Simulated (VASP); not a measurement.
# Si in VASP: a series of runs

Si is run at these levels: PBE; tasks: single point.

Everything below comes from runs of VASP 6.6.1. Logs are shortened: lines on timing, memory, paths and dates and some standing lists are left out, and cuts for length are marked.

**1. The cell of the first run**

The typed cell holds 1 atom: a = 2.500 Å, b = 2.545 Å, c = 2.545 Å, α = 90.00°, β = 90.00°, γ = 90.00°.

This isn't the form of Si at room conditions, which is diamond.

**2. Single point, PBE**

Input file INCAR:

```
SYSTEM = Si
PREC = Accurate
ENCUT = 520
EDIFF = 1E-6
ISMEAR = 0
SIGMA = 0.1
LREAL = .False.
LASPH = .True.
NELM = 100
ALGO = Normal
ISIF = 2
LWAVE = .False.
LCHARG = .True.
GGA = PE
LELF = .True.
LVHAR = .True.
NBANDS = 8
```

Input file KPOINTS:

```
regular mesh
0
Gamma
  6 6 6
  0 0 0
```

Input file POSCAR:

```
Si
1.0
    2.5004180088      0.0000000000      0.0000000000
    0.0000000000      2.5453713089      0.0000000000
    0.0000000000      0.0000000000      2.5451559878
Si
1
Direct
    0.0000000000      0.0000000000      0.0000000000
```

Potentials or basis: VASP PAW PBE potentials, release 64 (Si).

The run is started by

```sh
> cat potpaw_PBE.64/Si/POTCAR > POTCAR
> mpirun -np 1 vasp_std > vasp.out
```

OUTCAR:

```text
SYSTEM = Si
   PREC = Accurate
   ENCUT = 520
   EDIFF = 1E-6
   ISMEAR = 0
   LREAL = .False.
   LASPH = .True.
   NELM = 100
   ISIF = 2
   GGA = PE

 ion  position               nearest neighbor table
   1  0.000  0.000  0.000-

  LATTYP: Found a simple orthorhombic cell.
 ALAT       =     2.5004180088
 B/A-ratio  =     1.0178922000
 C/A-ratio  =     1.0179783140

  Lattice vectors:

 A1 = (  -2.5004180088,   0.0000000000,   0.0000000000)
 A2 = (   0.0000000000,   0.0000000000,   2.5451559878)
 A3 = (   0.0000000000,   2.5453713089,   0.0000000000)

Analysis of symmetry for initial positions (statically):
=====================================================================
 Subroutine PRICEL returns:
 Original cell was already a primitive cell.

 Routine SETGRP: Setting up the symmetry group for a
 simple orthorhombic supercell.

 Subroutine GETGRP returns: Found  8 space group operations
 (whereof  8 operations were pure point group operations)
 out of a pool of  8 trial point group operations.

The static configuration has the point symmetry D_2h.

Analysis of symmetry for dynamics (positions and initial velocities):
=====================================================================
 Subroutine PRICEL returns:
 Original cell was already a primitive cell.

 Routine SETGRP: Setting up the symmetry group for a
 simple orthorhombic supercell.

 Subroutine GETGRP returns: Found  8 space group operations
 (whereof  8 operations were pure point group operations)
 out of a pool of  8 trial point group operations.

The dynamic configuration has the point symmetry D_2h.

 Subroutine INISYM returns: Found  8 space group operations
 (whereof  8 operations are pure point group operations),
 and found     1 'primitive' translations

----------------------------------------------------------------------------------------

                                     Primitive cell

  volume of cell :      16.1986

  direct lattice vectors                    reciprocal lattice vectors
     2.500418009  0.000000000  0.000000000     0.399933130  0.000000000  0.000000000
     0.000000000  2.545371309  0.000000000     0.000000000  0.392869990  0.000000000
     0.000000000  0.000000000  2.545155988     0.000000000  0.000000000  0.392903227

  length of vectors
     2.500418009  2.545371309  2.545155988     0.399933130  0.392869990  0.392903227

  position of ions in fractional coordinates (direct lattice)
     0.000000000  0.000000000  0.000000000

  ion indices of the primitive-cell ions
   primitive index   ion index
                 1           1

----------------------------------------------------------------------------------------

 KPOINTS: regular mesh

Automatic generation of k-mesh.
 Grid dimensions read from file:
 generate k-points for:    6    6    6

 Generating k-lattice:

  Cartesian coordinates                     Fractional coordinates (reciprocal lattice)
     0.066655522  0.000000000  0.000000000     0.166666667  0.000000000  0.000000000
     0.000000000  0.065478332  0.000000000     0.000000000  0.166666667  0.000000000
     0.000000000  0.000000000  0.065483871     0.000000000  0.000000000  0.166666667

  Length of vectors
     0.066655522  0.065478332  0.065483871

  Shift w.r.t. Gamma in fractional coordinates (k-lattice)
     0.000000000  0.000000000  0.000000000

 Subroutine IBZKPT returns following result:
 ===========================================

 Found     64 irreducible k-points:

 Following reciprocal coordinates:
            Coordinates               Weight
  0.000000  0.000000  0.000000      1.000000
  0.166667  0.000000  0.000000      2.000000
  0.333333  0.000000  0.000000      2.000000
  0.500000  0.000000  0.000000      1.000000
  0.000000  0.166667  0.000000      2.000000
  0.166667  0.166667  0.000000      4.000000
[... 16 lines left out ...]
  0.333333  0.166667  0.166667      8.000000
  0.500000  0.166667  0.166667      4.000000
 [... further k-points ...]
   k-points           NKPTS =     64   k-points in BZ     NKDIM =     64   number of bands    NBANDS=      8
   number of dos      NEDOS =    301   number of ions     NIONS =      1
   total plane-waves  NPLWV =   8000
   dimension x,y,z NGX =    20 NGY =   20 NGZ =   20
   dimension x,y,z NGXF=    40 NGYF=   40 NGZF=   40
   ions per type =               1
   NGX,Y,Z   is equivalent  to a cutoff of  13.30, 13.06, 13.06 a.u.
   NGXF,Y,Z  is equivalent  to a cutoff of  26.59, 26.13, 26.13 a.u.
 SYSTEM =  Si
   PREC   = accura    normal or accurate (medium, high low for compatibility)
   ISTART =      0    job   : 0-new  1-cont  2-samecut
   ICHARG =      2    charge: 1-file 2-atom 10-const
   ISPIN  =      1    spin polarized calculation?
   LNONCOLLINEAR =      F non collinear calculations
   LSORBIT =      F    spin-orbit coupling
   LASPH  =      T    aspherical Exc in radial PAW
   ENCUT  =  520.0 eV  38.22 Ry    6.18 a.u.   4.65  4.73  4.73*2*pi/ulx,y,z
   NELM   =    100;   NELMIN=  2; NELMDL= -5     # of ELM steps
   EDIFF  = 0.1E-05   stopping-criterion for ELM
   LREAL  =      F    real-space projection
   EDIFFG = 0.1E-04   stopping-criterion for IOM
   NSW    =      0    number of steps for IOM
   IBRION =     -1    ionic relax: 0-MD 1-quasi-New 2-CG
   NFREE  =      0    steps in history (QN), initial steepest desc. (CG)
   ISIF   =      2    stress and relaxation
   ISYM   =      2    0-nonsym 1-usesym 2-fastsym
   POTIM  = 0.5000    time-step for ionic-motion
   TEBEG  =    0.0;   TEEND  =   0.0 temperature during run
   PSTRESS=    0.0 pullay stress
   NELECT =       4.0000    total number of electrons
   NUPDOWN=      -1.0000    fix difference up-down
   EMIN   =  10.00;   EMAX   =-10.00  energy-range for DOS
   EFERMI =   0.00;   METHOD = LEGACY
   ISMEAR =     0;   SIGMA  =   0.10  broadening in eV -4-tet -1-fermi 0-gaus
   EFERMI_NEDOS =   21; number of points for ismear=-14 and -15
   IALGO  =     38    algorithm
   IMIX   =      4    mixing-type and parameters
     AMIX     =   0.40;   BMIX     =  1.00
     AMIX_MAG =   1.60;   BMIX_MAG =  1.00
  volume/ion in A,a.u.               =      16.20       109.31
  Fermi-wavevector in a.u.,A,eV,Ry     =   1.027075  1.940890 14.352552  1.054883
  Thomas-Fermi vector in A             =   2.161001
   LORBIT       =      0    0 simple, 1 ext, 2 COOP (PROOUT), +10 PAW based schemes
   GGA     = PE    functional components
   LHFCALC =     F    Hartree Fock is set to
   AEXX    =    0.0000 exact exchange contribution
   IVDW    =     0    specifies the selected vdW correction
   LEPSILON=     F    determine dielectric tensor
   LRPA    =     F    only Hartree local field effects (RPA)
 non-spin polarized calculation
 Gauss-broadening in eV      SIGMA  =   0.10
  energy-cutoff  :      520.00
  volume of cell :       16.20
 maximum number of plane-waves:       461
 NGX is ok and might be reduce to    20
   NGX =  9   NGY =  9   NGZ =  9

 number of electron       4.0000000 magnetization

 Free energy of the ion-electron system (eV)
  ---------------------------------------------------
  ext. energy  EPLUGINS =         0.00000000
  ---------------------------------------------------
  free energy    TOTEN  =        -5.08979752 eV

  energy without entropy =       -5.08571407  energy(sigma->0) =       -5.08775580

 E-fermi :   8.4944     XC(G=0): -10.6204

 val. band max:        8.4045099529   @ k =   0.1667   0.3333   0.3333
 cond. band min:       8.5633869708   @ k =   0.3333   0.3333   0.3333
 fundamental gap:      0.1588770179
 Fermi energy:         8.4943602188

 k-point     1 :       0.0000    0.0000    0.0000
  band No.  band energies     occupation
      1      -4.9349      2.00000
      2      15.5763      0.00000
      3      15.6820      0.00000
      4      15.6856      0.00000
      5      15.8119      0.00000
      6      16.4589      0.00000
      7      23.9455      0.00000
      8      32.6280      0.00000

 k-point     2 :       0.1667    0.0000    0.0000
  band No.  band energies     occupation
      1      -4.3030      2.00000
      2      10.4042      0.00000
      3      16.0870      0.00000
      4      16.2064      0.00000
      5      16.2100      0.00000
      6      20.4610      0.00000
      7      26.6173      0.00000
      8      29.7466      0.00000

 k-point     3 :       0.3333    0.0000    0.0000
  band No.  band energies     occupation
      1      -2.4451      2.00000
      2       5.2067      2.00000
      3      17.4058      0.00000
      4      17.7115      0.00000
      5      17.7151      0.00000
      6      23.0988      0.00000
      7      25.1937      0.00000
      8      25.1967      0.00000

 k-point     4 :       0.5000    0.0000    0.0000
  band No.  band energies     occupation
      1      -0.1342      2.00000
      2       1.7552      2.00000
      3      18.3618      0.00000
      4      19.2312      0.00000
      5      19.2348      0.00000
      6      22.5955      0.00000
      7      22.5986      0.00000
      8      25.1535      0.00000

 k-point     5 :       0.0000    0.1667    0.0000
  band No.  band energies     occupation
      1      -4.3291      2.00000
      2       9.9805      0.00000
      3      16.1853      0.00000
      4      16.2238      0.00000
      5      16.9561      0.00000
      6      20.4451      0.00000
      7      26.0981      0.00000
      8      29.3819      0.00000
[... 177 lines left out ...]
 k-point    22 :       0.1667    0.1667    0.1667
  band No.  band energies     occupation
      1      -3.0957      2.00000
      2      10.4478      0.00000
      3      10.6461      0.00000
      4      13.5018      0.00000
      5      23.7868      0.00000
      6      24.1737      0.00000
      7      25.4924      0.00000
      8      25.9619      0.00000

 k-point    23 :       0.3333    0.1667    0.1667
  band No.  band energies     occupation
      1      -1.2460      2.00000
      2       6.2613      2.00000
      3      11.9558      0.00000
      4      14.4165      0.00000
      5      20.6871      0.00000
      6      21.2094      0.00000
      7      25.3896      0.00000
      8      26.9034      0.00000

 k-point    24 :       0.5000    0.1667    0.1667
  band No.  band energies     occupation
      1       1.0784      2.00000
      2       2.8553      2.00000
      3      13.2961      0.00000
      4      16.6916      0.00000
      5      17.8896      0.00000
      6      18.2066      0.00000
      7      26.2937      0.00000
      8      28.1176      0.00000

 [... further k-points ...]
[... 5 lines left out ...]
  --------------------------------------------------------------------------------------
  -------------------------------------------------------------------------------------
  Total       -0.0399487      0.0077446      0.0104655      0.0000000      0.0000000     -0.0000000
  in kB       -3.9512571      0.7660020      1.0351233      0.0000000      0.0000000     -0.0000000
  external PRESSURE =      -0.7167106 kB  Pullay stress =       0.0000000 kB

 VOLUME and BASIS-vectors are now :
 -----------------------------------------------------------------------------
  energy-cutoff  :      520.00
  volume of cell :       16.20
      direct lattice vectors                 reciprocal lattice vectors
     2.500418009  0.000000000  0.000000000     0.399933130  0.000000000  0.000000000
     0.000000000  2.545371309  0.000000000     0.000000000  0.392869990  0.000000000
     0.000000000  0.000000000  2.545155988     0.000000000  0.000000000  0.392903227

 POSITION                                       TOTAL-FORCE (eV/Angst)
 -----------------------------------------------------------------------------------
      0.00000      0.00000      0.00000         0.000000      0.000000      0.000000
 -----------------------------------------------------------------------------------
    total drift:                                0.000000      0.000000      0.000000

  FREE ENERGIE OF THE ION-ELECTRON SYSTEM (eV)
  ---------------------------------------------------
  free  energy   TOTEN  =        -5.0897975185 eV

  energy  without entropy=       -5.0857140745  energy(sigma->0) =       -5.08775580
```

Wall time 4.2 s (1 thread of Intel Xeon Platinum 8259CL at 2.50GHz (Skylake/Cascade Lake), shared host); peak memory 0.12 GiB.

What came out:

| Property | Result |
| --- | --- |
| Free energy | -5.0898 eV |
| Pressure | -0.1 GPa |
| Band gap on the k mesh | zero (bands 2 and 3 overlap by 10.27 eV) |

Stress tensor (GPa, compression positive):
```
-0.40  0.00  0.00
 0.00  0.08  0.00
 0.00  0.00  0.10
```

Levels at points of the mesh, in eV from the Fermi level:
```tsv
k point	band 1	band 2	band 3	band 4	band 5
(0.00, 0.00, 0.00)	-13.43	7.08	7.19	7.19	7.32
(0.50, 0.00, 0.00)	-8.63	-6.74	9.87	10.74	10.74
(0.00, 0.50, 0.00)	-8.95	-6.77	9.80	10.48	11.25
(0.50, 0.50, 0.00)	-3.60	-3.20	-2.94	1.28	13.92
(0.00, 0.00, 0.50)	-8.94	-6.77	9.80	10.47	11.25
(0.50, 0.00, 0.50)	-3.60	-3.20	-2.94	1.28	13.91
(0.00, 0.50, 0.50)	-3.96	-3.19	-3.19	1.22	14.43
(0.50, 0.50, 0.50)	0.12	0.41	0.41	3.30	4.83
```

Caveat: the k points lie up to 0.42 Å⁻¹ apart, too coarse for converged energies and pressures of a metal.

**3. Single point, PBE**

This run uses another cell than the first one, of 20.02 Å³/atom.

Changes to INCAR since step 2:

```diff
@@ -12,6 +12,4 @@
 LWAVE = .False.
-LCHARG = .True.
+LCHARG = .False.
 GGA = PE
-LELF = .True.
-LVHAR = .True.
 NBANDS = 8
```

KPOINTS is that of step 2.

Input file POSCAR:

```
Si
1.0
    2.6239745000      0.0000000000      0.0000000000
    0.0000000000      2.6641253500      0.0000000000
    0.0000000000      0.0000000000      2.8639349100
Si
1
Direct
    0.0000000000      0.0000000000      0.0000000000
```

Potentials or basis: VASP PAW PBE potentials, release 64 (Si).

The run is started by

```sh
> cat potpaw_PBE.64/Si/POTCAR > POTCAR
> mpirun -np 1 vasp_std > vasp.out
```

Run time: 4.7 s. Hardware: 1 thread of Intel Xeon Platinum 8259CL at 2.50GHz (Skylake/Cascade Lake), shared host; peak memory 0.12 GiB.

It converged, with:

```
Free energy            : -4.8750 eV
Pressure               : -12.8 GPa
Band gap on the k mesh : zero (bands 2 and 3 overlap by 6.58 eV)
```

Stress tensor (GPa, compression positive):
```
-11.78   0.00   0.00
  0.00  -9.85   0.00
  0.00   0.00 -16.84
```

Levels at points of the mesh, in eV from the Fermi level:
```tsv
k point	band 1	band 2	band 3	band 4	band 5	band 6
(0.00, 0.00, 0.00)	-11.64	4.52	6.59	6.97	7.55	7.73
(0.50, 0.00, 0.00)	-7.47	-5.29	7.49	9.50	9.89	11.78
(0.00, 0.50, 0.00)	-7.72	-5.30	7.29	9.39	10.27	11.80
(0.50, 0.50, 0.00)	-3.09	-2.21	-2.00	2.40	10.09	14.21
(0.00, 0.00, 0.50)	-8.76	-5.29	8.90	9.35	9.48	14.15
(0.50, 0.00, 0.50)	-4.32	-3.01	-1.87	2.25	11.67	15.60
(0.00, 0.50, 0.50)	-4.60	-2.99	-2.06	2.20	12.05	16.01
(0.50, 0.50, 0.50)	-0.15	0.08	0.98	1.13	4.86	5.60
```

Caveat: the k points lie up to 0.40 Å⁻¹ apart, too coarse for converged energies and pressures of a metal.

The gap in the log of VASP goes by the Fermi energy; the results here count the filled bands.